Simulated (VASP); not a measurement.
SiNi3, 4 atoms in the cell. It takes space group Pm-3m (No. 221, cubic). Conventional cell: a = 3.542 Å, b = 3.542 Å, c = 3.542 Å, α = 90.00°, β = 90.00°, γ = 90.00°. Within 3.3 Å of Si (site symmetry m-3m) lie 12 Ni at 2.50 Å. Ni (site symmetry 4/mmm) has 4 Si at 2.50 Å and 8 Ni at 2.50 Å within 3.3 Å. 

* Program: VASP 6.6.1
* Task: single point
* Functional: PBE
* Potentials or basis: VASP PAW PBE potentials, release 64 (Si, Ni)
* Cutoff: 520 eV
* k mesh: 7 × 7 × 7
* Occupations: fermi-dirac, width 0.05 eV
* Spin: collinear spin, ferromagnetic start
* Starting moments: [0.0, 0.05, 0.05, 0.05] μB
* Fixed moment: 0.15 μB
* Dipole correction: no
* Further INCAR settings: ALGO = Normal; EDIFF = 1e-06; NBANDS = 29

Potentials or basis: VASP PAW PBE potentials, release 64 (Si, Ni).

Launch:

```sh
$ cat potpaw_PBE.64/Si/POTCAR potpaw_PBE.64/Ni/POTCAR > POTCAR
$ mpirun -np 1 vasp_std > vasp.out
```

Hardware: 1 thread of Intel(R) Xeon(R) Platinum 8488C (Sapphire Rapids), with other jobs on the host.

Q: How long does it take, and how much memory?

A: Run time: 73 s on 1 thread of Intel(R) Xeon(R) Platinum 8488C (Sapphire Rapids) (shared host), peak memory 0.18 GiB. Counts: scf iterations 15, k points 20.
